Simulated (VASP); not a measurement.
## Sc2As3Se3: single point with PBE

Sc2As3Se3:

```
Sc As Se
1.0
     5.25845    0.00000    0.00000
    -2.62923    4.55395    0.00000
     0.00000    0.00000    7.60359
Sc As Se
2 3 3
Direct
  0.00000 0.00000 0.24438
  0.00000 0.00000 0.75562
  0.42318 0.00000 0.00000
  0.57682 0.57682 0.00000
  0.00000 0.42318 0.00000
  0.64394 0.00000 0.50000
  0.35606 0.35606 0.50000
  0.00000 0.64394 0.50000
```

| Item | Value |
| --- | --- |
| Program | VASP 6.6.1 |
| Task | single point |
| Functional | PBE |
| Potentials or basis | VASP PAW PBE potentials, release 64 (Sc_sv, As, Se) |
| Cutoff | 520 eV |
| k mesh | 3 × 3 × 3 |
| Occupations | gaussian, width 0.2 eV |
| Spin | no spin polarisation |

```
Pressure               : 0.1 GPa
Largest force          : 0.020 eV/Å
Band gap on the k mesh : zero (an odd number of electrons rules out a gap without spin polarisation)
```

Forces in eV/Å, atoms in the order of the input:
```
Sc   0.000  0.000  0.001
Sc   0.000  0.000 -0.001
As   0.012  0.000  0.000
As  -0.006 -0.010  0.000
As  -0.006  0.010  0.000
Se  -0.020  0.000  0.000
Se   0.010  0.018  0.000
Se   0.010 -0.018  0.000
```

Stress tensor (GPa, compression positive):
```
0.05 0.00 0.00
0.00 0.05 0.00
0.00 0.00 0.21
```

Levels at points of the mesh, in eV from the Fermi level:
| k point | band 24 | band 25 | band 26 | band 27 | band 28 | band 29 | band 30 | band 31 |
| --- | --- | --- | --- | --- | --- | --- | --- | --- |
| (0.00, 0.00, 0.00) | -2.16 | -2.14 | -0.89 | 0.20 | 0.20 | 1.20 | 1.46 | 1.46 |

Wall time 83 s on 1 thread of Intel Xeon 8259CL, with other jobs on the host, peak memory 0.31 GiB.

Caveat: the k points lie up to 0.46 Å⁻¹ apart, too coarse for converged energies and pressures of a metal.
